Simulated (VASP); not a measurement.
Input of a VASP 6.6.1 run:

INCAR

```
SYSTEM = BP
PREC = Accurate
ENCUT = 520
EDIFF = 1E-6
ISMEAR = 0
SIGMA = 0.05
LREAL = .FALSE.
LASPH = .TRUE.
NELM = 100
ALGO = Normal
ISIF = 2
LWAVE = .FALSE.
LCHARG = .TRUE.
GGA = PE
LELF = .TRUE.
LVHAR = .TRUE.
NBANDS = 11
```

File KPOINTS:

```
Automatic mesh
0
G
  12 12 12
  0 0 0
```

Contents of POSCAR:

```
BP
1.0
    0.0000000000      2.2335247433      2.3251350649
    2.3251350649      0.0000000000      2.3251350649
    2.3251350649      2.2335247433      0.0000000000
B P
1 1
Direct
    0.0000000000      0.0000000000      0.0000000000
    0.7500000000      0.7500000000      0.7500000000
```

Potentials or basis: VASP PAW PBE potentials, release 64 (B, P).

Run with:

```bash
$ cat potpaw_PBE.64/B/POTCAR potpaw_PBE.64/P/POTCAR > POTCAR
$ mpirun -np 1 vasp_std > vasp.out
```

(1) Predict the pressure.

(2) What does it give for the band gap on the k mesh?

Results:

(1) -4.3 GPa.

(2) 0.70 eV (least direct gap 2.96 eV).

Caveat: the cell stands under tension.
